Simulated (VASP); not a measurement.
# SnO2 (R-3m) in VASP: a series of runs

SnO2 is run at these levels: PBEsol; tasks: single point.

Everything below comes from runs of VASP 6.6.1. Logs are shortened: lines on timing, memory, paths and dates and some standing lists are left out, and cuts for length are marked.

### 1 The cell of the first run

The structure is trigonal, space group R-3m (No. 166). The conventional cell has a = 3.123 Å, b = 3.123 Å, c = 12.868 Å, α = 90.00°, β = 90.00°, γ = 120.00°. Within 2.8 Å of Sn (site symmetry -3m) lie 6 O at 2.08 Å. O (site symmetry 3m) has 3 Sn at 2.08 Å and 6 O at 2.76 to 2.85 Å within 2.9 Å.

### 2 Single point, PBEsol (atoms shifted along a free coordinate)

INCAR reads:

```
SYSTEM = SnO2
  ALGO = Normal
  EDIFF = 1E-6
  ENCUT = 910
  GGA = PS
  GGA_COMPAT = .False.
  ISIF = 2
  ISMEAR = 0
  LASPH = .True.
  LCHARG = .False.
  LREAL = .False.
  LWAVE = .False.
  NBANDS = 20
  NELM = 120
  PREC = Accurate
  SIGMA = 0.05
```

KPOINTS reads:

```
k-points
0
Gamma
  12 12 12
  0 0 0
```

POSCAR reads:

```
SnO2
1.0
    1.5613801911      0.9014632736      4.2894384516
   -1.5613801911      0.9014632736      4.2894384516
    0.0000000000     -1.8029265473      4.2894384516
Sn O
1 2
Direct
    0.5000000000      0.5000000000      0.5000000000
    0.2477865012      0.2477865012      0.2477865012
    0.7522134988      0.7522134988      0.7522134988
```

Potentials or basis: VASP PAW PBE potentials, release 64 (Sn_d, O_h).

Run with:

```
> cat potpaw_PBE.64/Sn_d/POTCAR potpaw_PBE.64/O_h/POTCAR > POTCAR
> mpirun -np 1 vasp_std > vasp.out
```

OUTCAR:

```text
SYSTEM = SnO2
   EDIFF = 1E-6
   ENCUT = 910
   GGA = PS
   ISIF = 2
   ISMEAR = 0
   LASPH = .True.
   LREAL = .False.
   NELM = 120
   PREC = Accurate

 ion  position               nearest neighbor table
   1  0.500  0.500  0.500-   2 2.08   2 2.08   3 2.08   3 2.08   2 2.08   3 2.08
   2  0.248  0.248  0.248-   1 2.08   1 2.08   1 2.08
   3  0.752  0.752  0.752-   1 2.08   1 2.08   1 2.08

  LATTYP: Found a trigonal (rhomboedric) cell.
 ALAT       =     4.6529373910
 COS(alpha) =     0.7747872837

  Lattice vectors:

 A1 = (   1.5613801911,   0.9014632736,   4.2894384516)
 A2 = (  -1.5613801911,   0.9014632736,   4.2894384516)
 A3 = (   0.0000000000,  -1.8029265473,   4.2894384516)

Analysis of symmetry for initial positions (statically):
=====================================================================
 Subroutine PRICEL returns:
 Original cell was already a primitive cell.

 Routine SETGRP: Setting up the symmetry group for a
 trigonal (rhombohedral) supercell.

 Subroutine GETGRP returns: Found 12 space group operations
 (whereof 12 operations were pure point group operations)
 out of a pool of 12 trial point group operations.

The static configuration has the point symmetry D_3d.

Analysis of symmetry for dynamics (positions and initial velocities):
=====================================================================
 Subroutine PRICEL returns:
 Original cell was already a primitive cell.

 Routine SETGRP: Setting up the symmetry group for a
 trigonal (rhombohedral) supercell.

 Subroutine GETGRP returns: Found 12 space group operations
 (whereof 12 operations were pure point group operations)
 out of a pool of 12 trial point group operations.

The dynamic configuration has the point symmetry D_3d.

 Subroutine INISYM returns: Found 12 space group operations
 (whereof 12 operations are pure point group operations),
 and found     1 'primitive' translations

----------------------------------------------------------------------------------------

                                     Primitive cell

  volume of cell :      36.2250

  direct lattice vectors                    reciprocal lattice vectors
     1.561380191  0.901463274  4.289438452     0.320229501  0.184884589  0.077710250
    -1.561380191  0.901463274  4.289438452    -0.320229501  0.184884589  0.077710250
     0.000000000 -1.802926547  4.289438452     0.000000000 -0.369769178  0.077710250

  length of vectors
     4.652937391  4.652937391  4.652937391     0.377846699  0.377846699  0.377846699

  position of ions in fractional coordinates (direct lattice)
     0.500000000  0.500000000  0.500000000
     0.247786501  0.247786501  0.247786501
     0.752213499  0.752213499  0.752213499

  ion indices of the primitive-cell ions
   primitive index   ion index
                 1           1
                 2           2
                 3           3

----------------------------------------------------------------------------------------

 KPOINTS: k-points

Automatic generation of k-mesh.
 Grid dimensions read from file:
 generate k-points for:   12   12   12

 Generating k-lattice:

  Cartesian coordinates                     Fractional coordinates (reciprocal lattice)
     0.026685792  0.015407049  0.006475854     0.083333333 -0.000000000 -0.000000000
    -0.026685792  0.015407049  0.006475854    -0.000000000  0.083333333 -0.000000000
     0.000000000 -0.030814098  0.006475854     0.000000000  0.000000000  0.083333333

  Length of vectors
     0.031487225  0.031487225  0.031487225

  Shift w.r.t. Gamma in fractional coordinates (k-lattice)
     0.000000000  0.000000000  0.000000000

 Subroutine IBZKPT returns following result:
 ===========================================

 Found    189 irreducible k-points:

 Following reciprocal coordinates:
            Coordinates               Weight
  0.000000  0.000000  0.000000      1.000000
  0.083333  0.000000  0.000000      6.000000
  0.166667  0.000000  0.000000      6.000000
  0.250000 -0.000000  0.000000      6.000000
  0.333333  0.000000  0.000000      6.000000
  0.416667  0.000000  0.000000      6.000000
[... 16 lines left out ...]
  0.500000  0.166667 -0.000000     12.000000
 -0.416667  0.166667  0.000000     12.000000
 [... further k-points ...]
   k-points           NKPTS =    189   k-points in BZ     NKDIM =    189   number of bands    NBANDS=     20
   number of dos      NEDOS =    301   number of ions     NIONS =      3
   total plane-waves  NPLWV = 110592
   dimension x,y,z NGX =    48 NGY =   48 NGZ =   48
   dimension x,y,z NGXF=    96 NGYF=   96 NGZF=   96
   ions per type =               1   2
   NGX,Y,Z   is equivalent  to a cutoff of  17.15, 17.15, 17.15 a.u.
   NGXF,Y,Z  is equivalent  to a cutoff of  34.30, 34.30, 34.30 a.u.
 SYSTEM =  SnO2
   PREC   = accura    normal or accurate (medium, high low for compatibility)
   ISTART =      0    job   : 0-new  1-cont  2-samecut
   ICHARG =      2    charge: 1-file 2-atom 10-const
   ISPIN  =      1    spin polarized calculation?
   LNONCOLLINEAR =      F non collinear calculations
   LSORBIT =      F    spin-orbit coupling
   LASPH  =      T    aspherical Exc in radial PAW
   ENCUT  =  910.0 eV  66.88 Ry    8.18 a.u.  11.44 11.44 11.44*2*pi/ulx,y,z
   NELM   =    120;   NELMIN=  2; NELMDL= -5     # of ELM steps
   EDIFF  = 0.1E-05   stopping-criterion for ELM
   LREAL  =      F    real-space projection
   EDIFFG = 0.1E-04   stopping-criterion for IOM
   NSW    =      0    number of steps for IOM
   IBRION =     -1    ionic relax: 0-MD 1-quasi-New 2-CG
   NFREE  =      0    steps in history (QN), initial steepest desc. (CG)
   ISIF   =      2    stress and relaxation
   ISYM   =      2    0-nonsym 1-usesym 2-fastsym
   POTIM  = 0.5000    time-step for ionic-motion
   TEBEG  =    0.0;   TEEND  =   0.0 temperature during run
   PSTRESS=    0.0 pullay stress
   NELECT =      26.0000    total number of electrons
   NUPDOWN=      -1.0000    fix difference up-down
   EMIN   =  10.00;   EMAX   =-10.00  energy-range for DOS
   EFERMI =   0.00;   METHOD = LEGACY
   ISMEAR =     0;   SIGMA  =   0.05  broadening in eV -4-tet -1-fermi 0-gaus
   EFERMI_NEDOS =   21; number of points for ismear=-14 and -15
   IALGO  =     38    algorithm
   IMIX   =      4    mixing-type and parameters
     AMIX     =   0.40;   BMIX     =  1.00
     AMIX_MAG =   1.60;   BMIX_MAG =  1.00
  volume/ion in A,a.u.               =      12.07        81.49
  Fermi-wavevector in a.u.,A,eV,Ry     =   1.465761  2.769887 29.231507  2.148455
  Thomas-Fermi vector in A             =   2.581579
   LORBIT       =      0    0 simple, 1 ext, 2 COOP (PROOUT), +10 PAW based schemes
   GGA     = PS    functional components
   LHFCALC =     F    Hartree Fock is set to
   AEXX    =    0.0000 exact exchange contribution
   IVDW    =     0    specifies the selected vdW correction
   LEPSILON=     F    determine dielectric tensor
   LRPA    =     F    only Hartree local field effects (RPA)
 non-spin polarized calculation
 Gauss-broadening in eV      SIGMA  =   0.05
  energy-cutoff  :      910.00
  volume of cell :       36.22
 maximum number of plane-waves:      2295
 NGX is ok and might be reduce to    48
   NGX = 23   NGY = 23   NGZ = 23

 number of electron      26.0000000 magnetization

 Free energy of the ion-electron system (eV)
  ---------------------------------------------------
  ext. energy  EPLUGINS =         0.00000000
  ---------------------------------------------------
  free energy    TOTEN  =       -19.24876727 eV

  energy without entropy =      -19.24876727  energy(sigma->0) =      -19.24876727

 E-fermi :   6.2217     XC(G=0): -11.4173

 val. band max:        5.9568043642   @ k =   0.0000   0.0000   0.0000
 cond. band min:       7.9784335302   @ k =   0.0000   0.0000   0.0000
 fundamental gap:      2.0216291660
 Fermi energy:         6.2217273618

 k-point     1 :       0.0000    0.0000    0.0000
  band No.  band energies     occupation
      1     -14.1951      2.00000
      2     -13.9156      2.00000
      3     -13.9156      2.00000
      4     -13.6335      2.00000
      5     -13.6335      2.00000
      6     -12.6443      2.00000
[... 12 lines left out ...]
     19      23.2678      0.00000
     20      23.2678      0.00000

 k-point     2 :       0.0833    0.0000    0.0000
  band No.  band energies     occupation
      1     -14.1538      2.00000
      2     -13.9829      2.00000
      3     -13.8945      2.00000
      4     -13.6624      2.00000
      5     -13.6358      2.00000
      6     -12.5949      2.00000
[... 12 lines left out ...]
     19      21.7463      0.00000
     20      23.3040      0.00000

 k-point     3 :       0.1667    0.0000    0.0000
  band No.  band energies     occupation
      1     -14.2298      2.00000
      2     -13.9917      2.00000
      3     -13.8399      2.00000
      4     -13.7082      2.00000
      5     -13.6381      2.00000
      6     -12.4296      2.00000
[... 12 lines left out ...]
     19      20.4961      0.00000
     20      23.4792      0.00000

 k-point     4 :       0.2500   -0.0000    0.0000
  band No.  band energies     occupation
      1     -14.4863      2.00000
      2     -13.8666      2.00000
      3     -13.7820      2.00000
      4     -13.7299      2.00000
      5     -13.6230      2.00000
      6     -12.1301      2.00000
[... 12 lines left out ...]
     19      20.0325      0.00000
     20      23.6748      0.00000

 k-point     5 :       0.3333    0.0000    0.0000
  band No.  band energies     occupation
      1     -14.7190      2.00000
      2     -13.8358      2.00000
      3     -13.7579      2.00000
      4     -13.6691      2.00000
      5     -13.5721      2.00000
      6     -11.7279      2.00000
[... 12 lines left out ...]
     19      19.7739      0.00000
     20      22.3861      0.00000

 k-point     6 :       0.4167    0.0000    0.0000
  band No.  band energies     occupation
      1     -14.8742      2.00000
      2     -13.8517      2.00000
      3     -13.7569      2.00000
      4     -13.5988      2.00000
      5     -13.5168      2.00000
      6     -11.3432      2.00000
[... 12 lines left out ...]
     19      19.5415      0.00000
     20      21.6809      0.00000

 k-point     7 :       0.5000   -0.0000    0.0000
  band No.  band energies     occupation
      1     -14.9282      2.00000
      2     -13.8593      2.00000
      3     -13.7584      2.00000
      4     -13.5736      2.00000
      5     -13.4943      2.00000
      6     -11.1744      2.00000
[... 12 lines left out ...]
     19      19.4392      0.00000
     20      21.4955      0.00000
[... 277 lines left out ...]
 k-point    20 :       0.2500    0.1667    0.0000
  band No.  band energies     occupation
      1     -14.3453      2.00000
      2     -13.9978      2.00000
      3     -13.7660      2.00000
      4     -13.7292      2.00000
      5     -13.6333      2.00000
      6     -12.2189      2.00000
[... 12 lines left out ...]
     19      20.1277      0.00000
     20      23.0250      0.00000

 k-point    21 :       0.3333    0.1667    0.0000
  band No.  band energies     occupation
      1     -14.4941      2.00000
      2     -14.0243      2.00000
      3     -13.7529      2.00000
      4     -13.7180      2.00000
      5     -13.5919      2.00000
      6     -11.8386      2.00000
[... 12 lines left out ...]
     19      20.3602      0.00000
     20      22.0751      0.00000

 k-point    22 :       0.4167    0.1667    0.0000
  band No.  band energies     occupation
      1     -14.6463      2.00000
      2     -14.0291      2.00000
      3     -13.7748      2.00000
      4     -13.6918      2.00000
      5     -13.5504      2.00000
      6     -11.3389      2.00000
[... 12 lines left out ...]
     19      20.7343      0.00000
     20      21.2743      0.00000

 k-point    23 :       0.5000    0.1667   -0.0000
  band No.  band energies     occupation
      1     -14.7550      2.00000
      2     -14.0293      2.00000
      3     -13.7963      2.00000
      4     -13.6405      2.00000
      5     -13.5481      2.00000
      6     -10.8690      2.00000
[... 12 lines left out ...]
     19      20.3450      0.00000
     20      21.5213      0.00000

 k-point    24 :      -0.4167    0.1667    0.0000
  band No.  band energies     occupation
      1     -14.7918      2.00000
      2     -14.0300      2.00000
      3     -13.8049      2.00000
      4     -13.5853      2.00000
      5     -13.5828      2.00000
      6     -10.6876      2.00000
[... 12 lines left out ...]
     19      19.9571      0.00000
     20      21.7600      0.00000

 [... further k-points ...]

------------------------ aborting loop because EDIFF is reached ----------------------------------------

  FORCE on cell =-STRESS in cart. coord.  units (eV):
  Direction    XX          YY          ZZ          XY          YZ          ZX
  --------------------------------------------------------------------------------------
  -------------------------------------------------------------------------------------
  Total        2.7398405      2.7398405      0.2069219     -0.0000000     -0.0000000      0.0000000
  in kB      121.1790282    121.1790282      9.1518444     -0.0000000     -0.0000000      0.0000000
  external PRESSURE =      83.8366336 kB  Pullay stress =       0.0000000 kB

 VOLUME and BASIS-vectors are now :
 -----------------------------------------------------------------------------
  energy-cutoff  :      910.00
  volume of cell :       36.22
      direct lattice vectors                 reciprocal lattice vectors
     1.561380191  0.901463274  4.289438452     0.320229501  0.184884589  0.077710250
    -1.561380191  0.901463274  4.289438452    -0.320229501  0.184884589  0.077710250
     0.000000000 -1.802926547  4.289438452     0.000000000 -0.369769178  0.077710250

 POSITION                                       TOTAL-FORCE (eV/Angst)
 -----------------------------------------------------------------------------------
      0.00000     -0.00000      6.43416         0.000000      0.000000      0.000000
      0.00000     -0.00000      3.18859        -0.000000      0.000000     -0.287655
      0.00000     -0.00000      9.67972        -0.000000     -0.000000      0.287655
 -----------------------------------------------------------------------------------
    total drift:                                0.000000      0.000000      0.000000

  FREE ENERGIE OF THE ION-ELECTRON SYSTEM (eV)
  ---------------------------------------------------
  free  energy   TOTEN  =       -19.2487672663 eV

  energy  without entropy=      -19.2487672663  energy(sigma->0) =      -19.24876727
```

Wall time 4.6 min (1 thread of Intel Xeon 6975P-C (Granite Rapids), shared host); peak memory 0.53 GiB.

Results:

```yaml
Free_energy: -19.2488 eV
Pressure: 8.4 GPa
Largest_force: 0.288 eV/Å
Band_gap_on_the_k_mesh: 2.02 eV
```

Forces on the atoms (eV/Å):
```
Sn   0.000  0.000  0.000
O    0.000  0.000 -0.288
O    0.000  0.000  0.288
```

Caveat: the cell differs from its parent crystal (atoms shifted along a free coordinate); the cutoff is under 1.25 times the usual one of these potentials, so pressure, stress and relaxed cells hold a basis-set (Pulay) error; the cell stands under pressure; the PAW data sets were made with another functional, which shifts forces and pressure a little; spin-orbit coupling is left out, which moves the levels of the heavy elements. A k mesh can miss the band edges.

(Continued in part 2 of 2.)
